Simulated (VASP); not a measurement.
# SrMn3 (Pm-3m) in VASP: a series of runs

The runs below take SrMn3 through single point, relaxation of cell and atoms, with PBE.

Program: VASP 6.6.1. These are calculated values, not measurements. Logs are shortened: lines on timing, memory, paths and dates and some standing lists are left out, and cuts for length are marked.

**1. The cell of the first run**

The structure is cubic, space group Pm-3m (No. 221). The conventional cell has a = 4.122 Å, b = 4.122 Å, c = 4.122 Å, α = 90.00°, β = 90.00°, γ = 90.00°. Within 3.8 Å of Sr (site symmetry m-3m) lie 12 Mn at 2.91 Å. Within 3.8 Å of Mn (site symmetry 4/mmm) lie 4 Sr at 2.91 Å and 8 Mn at 2.91 Å.

**2. Single point, PBE, collinear spin, ferromagnetic start**

INCAR

```
SYSTEM = SrMn3
  ALGO = Normal
  EDIFF = 1E-7
  ENCUT = 520
  GGA = PE
  ISIF = 2
  ISMEAR = 0
  ISPIN = 2
  LASPH = .True.
  LCHARG = .False.
  LMAXMIX = 4
  LORBIT = 11
  LREAL = .False.
  LWAVE = .False.
  MAGMOM = 0 4 4 4
  NBANDS = 36
  NELM = 150
  PREC = Accurate
  SIGMA = 0.1
```

KPOINTS

```
k-points
0
Gamma
  4 4 4
  0 0 0
```

POSCAR

```
SrMn3
1.0
    4.1220340835      0.0000000000      0.0000000000
    0.0000000000      4.1220340835      0.0000000000
    0.0000000000      0.0000000000      4.1220340835
Sr Mn
1 3
Direct
    0.0000000000      0.0000000000      0.0000000000
    0.0000000000      0.5000000000      0.5000000000
    0.5000000000      0.0000000000      0.5000000000
    0.5000000000      0.5000000000      0.0000000000
```

Potentials or basis: VASP PAW PBE potentials, release 64 (Sr_sv, Mn_pv).

The run is started by

```console
$ cat potpaw_PBE.64/Sr_sv/POTCAR potpaw_PBE.64/Mn_pv/POTCAR > POTCAR
$ mpirun -np 1 vasp_std > vasp.out
```

OUTCAR:

```text
SYSTEM = SrMn3
   EDIFF = 1E-7
   ENCUT = 520
   GGA = PE
   ISIF = 2
   ISMEAR = 0
   ISPIN = 2
   LASPH = .True.
   LORBIT = 11
   LREAL = .False.
   NELM = 150
   PREC = Accurate

 ion  position               nearest neighbor table
   1  0.000  0.000  0.000-   2 2.91   3 2.91   4 2.91   2 2.91   3 2.91   2 2.91   4 2.91   2 2.91
                             3 2.91   4 2.91   3 2.91   4 2.91
   2  0.000  0.500  0.500-   1 2.91   3 2.91   4 2.91   1 2.91   4 2.91   1 2.91   3 2.91   1 2.91
                             3 2.91   4 2.91   4 2.91   3 2.91
   3  0.500  0.000  0.500-   1 2.91   2 2.91   4 2.91   1 2.91   4 2.91   2 2.91   4 2.91   4 2.91
                             1 2.91   2 2.91   1 2.91   2 2.91
   4  0.500  0.500  0.000-   1 2.91   2 2.91   3 2.91   2 2.91   3 2.91   1 2.91   3 2.91   3 2.91
                             1 2.91   2 2.91   2 2.91   1 2.91

  LATTYP: Found a simple cubic cell.
 ALAT       =     4.1220340835

  Lattice vectors:

 A1 = (   4.1220340835,   0.0000000000,   0.0000000000)
 A2 = (   0.0000000000,   4.1220340835,   0.0000000000)
 A3 = (   0.0000000000,   0.0000000000,   4.1220340835)

Analysis of symmetry for initial positions (statically):
=====================================================================
 Subroutine PRICEL returns:
 Original cell was already a primitive cell.

 Routine SETGRP: Setting up the symmetry group for a
 simple cubic supercell.

 Subroutine GETGRP returns: Found 48 space group operations
 (whereof 48 operations were pure point group operations)
 out of a pool of 48 trial point group operations.

The static configuration has the point symmetry O_h .

Analysis of symmetry for dynamics (positions and initial velocities):
=====================================================================
 Subroutine PRICEL returns:
 Original cell was already a primitive cell.

 Routine SETGRP: Setting up the symmetry group for a
 simple cubic supercell.

 Subroutine GETGRP returns: Found 48 space group operations
 (whereof 48 operations were pure point group operations)
 out of a pool of 48 trial point group operations.

The dynamic configuration has the point symmetry O_h .

Analysis of structural, dynamic, and magnetic symmetry:
=====================================================================
 Subroutine PRICEL returns:
 Original cell was already a primitive cell.

 Routine SETGRP: Setting up the symmetry group for a
 simple cubic supercell.

 Subroutine GETGRP returns: Found 48 space group operations
 (whereof 48 operations were pure point group operations)
 out of a pool of 48 trial point group operations.

The overall configuration has the point symmetry O_h .

 Subroutine INISYM returns: Found 48 space group operations
 (whereof 48 operations are pure point group operations),
 and found     1 'primitive' translations

----------------------------------------------------------------------------------------

                                     Primitive cell

  volume of cell :      70.0382

  direct lattice vectors                    reciprocal lattice vectors
     4.122034084  0.000000000  0.000000000     0.242598673  0.000000000  0.000000000
     0.000000000  4.122034084  0.000000000     0.000000000  0.242598673  0.000000000
     0.000000000  0.000000000  4.122034084     0.000000000  0.000000000  0.242598673

  length of vectors
     4.122034084  4.122034084  4.122034084     0.242598673  0.242598673  0.242598673

  position of ions in fractional coordinates (direct lattice)
     0.000000000  0.000000000  0.000000000
     0.000000000  0.500000000  0.500000000
     0.500000000  0.000000000  0.500000000
     0.500000000  0.500000000  0.000000000

  ion indices of the primitive-cell ions
   primitive index   ion index
                 1           1
                 2           2
                 3           3
                 4           4

----------------------------------------------------------------------------------------

 KPOINTS: k-points

Automatic generation of k-mesh.
 Grid dimensions read from file:
 generate k-points for:    4    4    4

 Generating k-lattice:

  Cartesian coordinates                     Fractional coordinates (reciprocal lattice)
     0.060649668  0.000000000  0.000000000     0.250000000  0.000000000  0.000000000
     0.000000000  0.060649668  0.000000000     0.000000000  0.250000000  0.000000000
     0.000000000  0.000000000  0.060649668     0.000000000  0.000000000  0.250000000

  Length of vectors
     0.060649668  0.060649668  0.060649668

  Shift w.r.t. Gamma in fractional coordinates (k-lattice)
     0.000000000  0.000000000  0.000000000

 Subroutine IBZKPT returns following result:
 ===========================================

 Found     10 irreducible k-points:

 Following reciprocal coordinates:
            Coordinates               Weight
  0.000000  0.000000  0.000000      1.000000
  0.250000  0.000000  0.000000      6.000000
  0.500000  0.000000  0.000000      3.000000
  0.250000  0.250000  0.000000     12.000000
  0.500000  0.250000  0.000000     12.000000
  0.500000  0.500000  0.000000      3.000000
  0.250000  0.250000  0.250000      8.000000
  0.500000  0.250000  0.250000     12.000000
  0.500000  0.500000  0.250000      6.000000
  0.500000  0.500000  0.500000      1.000000
   k-points           NKPTS =     10   k-points in BZ     NKDIM =     10   number of bands    NBANDS=     36
   number of dos      NEDOS =    301   number of ions     NIONS =      4
   total plane-waves  NPLWV =  32768
   dimension x,y,z NGX =    32 NGY =   32 NGZ =   32
   dimension x,y,z NGXF=    64 NGYF=   64 NGZF=   64
   ions per type =               1   3
   NGX,Y,Z   is equivalent  to a cutoff of  12.91, 12.91, 12.91 a.u.
   NGXF,Y,Z  is equivalent  to a cutoff of  25.81, 25.81, 25.81 a.u.
 SYSTEM =  SrMn3
   PREC   = accura    normal or accurate (medium, high low for compatibility)
   ISTART =      0    job   : 0-new  1-cont  2-samecut
   ICHARG =      2    charge: 1-file 2-atom 10-const
   ISPIN  =      2    spin polarized calculation?
   LNONCOLLINEAR =      F non collinear calculations
   LSORBIT =      F    spin-orbit coupling
   LASPH  =      T    aspherical Exc in radial PAW
   ENCUT  =  520.0 eV  38.22 Ry    6.18 a.u.   7.66  7.66  7.66*2*pi/ulx,y,z
   NELM   =    150;   NELMIN=  2; NELMDL= -5     # of ELM steps
   EDIFF  = 0.1E-06   stopping-criterion for ELM
   LREAL  =      F    real-space projection
   EDIFFG = 0.1E-05   stopping-criterion for IOM
   NSW    =      0    number of steps for IOM
   IBRION =     -1    ionic relax: 0-MD 1-quasi-New 2-CG
   NFREE  =      0    steps in history (QN), initial steepest desc. (CG)
   ISIF   =      2    stress and relaxation
   ISYM   =      2    0-nonsym 1-usesym 2-fastsym
   POTIM  = 0.5000    time-step for ionic-motion
   TEBEG  =    0.0;   TEEND  =   0.0 temperature during run
   PSTRESS=    0.0 pullay stress
   NELECT =      49.0000    total number of electrons
   NUPDOWN=      -1.0000    fix difference up-down
   EMIN   =  10.00;   EMAX   =-10.00  energy-range for DOS
   EFERMI =   0.00;   METHOD = LEGACY
   ISMEAR =     0;   SIGMA  =   0.10  broadening in eV -4-tet -1-fermi 0-gaus
   EFERMI_NEDOS =   21; number of points for ismear=-14 and -15
   IALGO  =     38    algorithm
   IMIX   =      4    mixing-type and parameters
     AMIX     =   0.40;   BMIX     =  1.00
     AMIX_MAG =   1.60;   BMIX_MAG =  1.00
  volume/ion in A,a.u.               =      17.51       118.16
  Fermi-wavevector in a.u.,A,eV,Ry     =   1.453322  2.746381 28.737488  2.112146
  Thomas-Fermi vector in A             =   2.570602
   LORBIT       =     11    0 simple, 1 ext, 2 COOP (PROOUT), +10 PAW based schemes
   GGA     = PE    functional components
   LHFCALC =     F    Hartree Fock is set to
   AEXX    =    0.0000 exact exchange contribution
   IVDW    =     0    specifies the selected vdW correction
   LEPSILON=     F    determine dielectric tensor
   LRPA    =     F    only Hartree local field effects (RPA)
 spin polarized calculation
 Gauss-broadening in eV      SIGMA  =   0.10
  energy-cutoff  :      520.00
  volume of cell :       70.04
 maximum number of plane-waves:      1924
 NGX is ok and might be reduce to    32
   NGX = 15   NGY = 15   NGZ = 15

 number of electron      48.9999952 magnetization       9.8552017

 number of electron      48.9999952 magnetization      10.1834553

 Free energy of the ion-electron system (eV)
  ---------------------------------------------------
  ext. energy  EPLUGINS =         0.00000000
  ---------------------------------------------------
  free energy    TOTEN  =       -24.90298166 eV

  energy without entropy =      -24.88289990  energy(sigma->0) =      -24.89294078

 E-fermi :   6.0208     XC(G=0): -11.3700

 val. band max:        6.0029660289   @ k =   0.2500   0.2500   0.0000
 cond. band min:       6.0506277214   @ k =   0.5000   0.2500   0.0000
 fundamental gap:      0.0476616925
 Fermi energy:         6.0208465022

 spin component 1

 k-point     1 :       0.0000    0.0000    0.0000
  band No.  band energies     occupation
      1     -43.2627      1.00000
      2     -43.2627      1.00000
      3     -43.2627      1.00000
      4     -43.2389      1.00000
      5     -43.2389      1.00000
      6     -43.2389      1.00000
[... 28 lines left out ...]
     35      12.8119      0.00000
     36      12.8119      0.00000

 k-point     2 :       0.2500    0.0000    0.0000
  band No.  band energies     occupation
      1     -43.2586      1.00000
      2     -43.2582      1.00000
      3     -43.2582      1.00000
      4     -43.2410      1.00000
      5     -43.2410      1.00000
      6     -43.2393      1.00000
[... 28 lines left out ...]
     35      12.5033      0.00000
     36      12.5035      0.00000
[... 271 lines left out ...]
     35       9.8005      0.00000
     36      12.9722      0.00000

 k-point    10 :       0.5000    0.5000    0.5000
  band No.  band energies     occupation
      1     -43.2868      1.00000
      2     -43.2868      1.00000
      3     -43.2868      1.00000
      4     -43.2065      1.00000
      5     -43.2065      1.00000
      6     -43.2065      1.00000
[... 28 lines left out ...]
     35       7.8622      0.00000
     36      13.4625      0.00000
 Fermi energy:         6.0208465022

 spin component 2

 k-point     1 :       0.0000    0.0000    0.0000
  band No.  band energies     occupation
      1     -39.7292      1.00000
      2     -39.7292      1.00000
      3     -39.7292      1.00000
      4     -39.6952      1.00000
      5     -39.6952      1.00000
      6     -39.6952      1.00000
[... 28 lines left out ...]
     35      13.6593      0.00000
     36      13.6593      0.00000

 k-point     2 :       0.2500    0.0000    0.0000
  band No.  band energies     occupation
      1     -39.7228      1.00000
      2     -39.7228      1.00000
      3     -39.7223      1.00000
      4     -39.6979      1.00000
      5     -39.6979      1.00000
      6     -39.6958      1.00000
[... 28 lines left out ...]
     35      13.4218      0.00000
     36      13.4220      0.00000
[... 271 lines left out ...]
     35      11.4721      0.00000
     36      13.0383      0.00000

 k-point    10 :       0.5000    0.5000    0.5000
  band No.  band energies     occupation
      1     -39.7522      1.00000
      2     -39.7522      1.00000
      3     -39.7522      1.00000
      4     -39.6574      1.00000
      5     -39.6574      1.00000
      6     -39.6574      1.00000
[... 28 lines left out ...]
     35      10.2267      0.00000
     36      13.6352      0.00000

------------------------ aborting loop because EDIFF is reached ----------------------------------------

  FORCE on cell =-STRESS in cart. coord.  units (eV):
  Direction    XX          YY          ZZ          XY          YZ          ZX
  --------------------------------------------------------------------------------------
  -------------------------------------------------------------------------------------
  Total        3.0383006      3.0383006      3.0383006      0.0000000     -0.0000000     -0.0000000
  in kB       69.5034864     69.5034864     69.5034864      0.0000000     -0.0000000     -0.0000000
  external PRESSURE =      69.5034864 kB  Pullay stress =       0.0000000 kB

 VOLUME and BASIS-vectors are now :
 -----------------------------------------------------------------------------
  energy-cutoff  :      520.00
  volume of cell :       70.04
      direct lattice vectors                 reciprocal lattice vectors
     4.122034084  0.000000000  0.000000000     0.242598673  0.000000000  0.000000000
     0.000000000  4.122034084  0.000000000     0.000000000  0.242598673  0.000000000
     0.000000000  0.000000000  4.122034084     0.000000000  0.000000000  0.242598673

 POSITION                                       TOTAL-FORCE (eV/Angst)
 -----------------------------------------------------------------------------------
      0.00000      0.00000      0.00000         0.000000      0.000000      0.000000
      0.00000      2.06102      2.06102         0.000000      0.000000      0.000000
      2.06102      0.00000      2.06102         0.000000      0.000000      0.000000
      2.06102      2.06102      0.00000         0.000000      0.000000      0.000000
 -----------------------------------------------------------------------------------
    total drift:                                0.000000     -0.000000     -0.000000

  FREE ENERGIE OF THE ION-ELECTRON SYSTEM (eV)
  ---------------------------------------------------
  free  energy   TOTEN  =       -24.9029816620 eV

  energy  without entropy=      -24.8828998983  energy(sigma->0) =      -24.89294078

 total charge

# of ion       s       p       d       tot
------------------------------------------
    1        2.087   5.731   0.508   8.327
    2        0.338   6.170   5.040  11.548
    3        0.338   6.170   5.040  11.548
    4        0.338   6.170   5.040  11.548
--------------------------------------------------
tot          3.102  24.242  15.627  42.972

 magnetization (x)

# of ion       s       p       d       tot
------------------------------------------
    1       -0.017   0.030  -0.074  -0.060
    2        0.002   0.002   3.323   3.328
    3        0.002   0.002   3.323   3.328
    4        0.002   0.002   3.323   3.328
--------------------------------------------------
tot         -0.009   0.036   9.897   9.923
```

Run time: 94 s. Hardware: 1 thread of Oxide Virtual Turin-like, shared host; peak memory 0.18 GiB.

What came out:

```
Free energy                                           : -24.9030 eV
Pressure                                              : 7.0 GPa
Net moment                                            : 10.18 μB per cell
Site moments                                          : Sr -0.06; Mn +3.33 μB
Valence electrons inside the program's atomic spheres : Sr 8.33; Mn 11.55
```

Levels at points of the mesh, in eV from the Fermi level:
Spin up:
```
           k point  band 27  band 28  band 29  band 30  band 31  band 32
(0.00, 0.00, 0.00)    -0.34    -0.34    -0.34     2.64     2.64     2.64
(0.50, 0.00, 0.00)    -1.43    -1.42    -0.99    -0.34     2.29     2.29
(0.50, 0.50, 0.00)    -1.54    -1.54    -1.08    -0.74     1.10     1.10
(0.50, 0.50, 0.50)    -0.57    -0.57    -0.55     1.64     1.64     1.64
```
Spin down:
```csv
k point,band 16,band 17,band 18,band 19,band 20,band 21,band 22,band 23
"(0.00, 0.00, 0.00)",-2.27,-1.07,-0.89,-0.89,-0.89,1.25,1.25,1.25
"(0.50, 0.00, 0.00)",-1.25,-0.47,-0.18,-0.06,-0.06,0.40,0.40,0.42
"(0.50, 0.50, 0.00)",-1.25,-1.04,-0.20,0.12,0.12,0.26,0.26,0.84
"(0.50, 0.50, 0.50)",-2.46,-0.61,-0.20,0.67,0.67,0.67,1.38,1.38
```

Caveat: the k points lie up to 0.38 Å⁻¹ apart.

(Continued in part 2 of 2.)
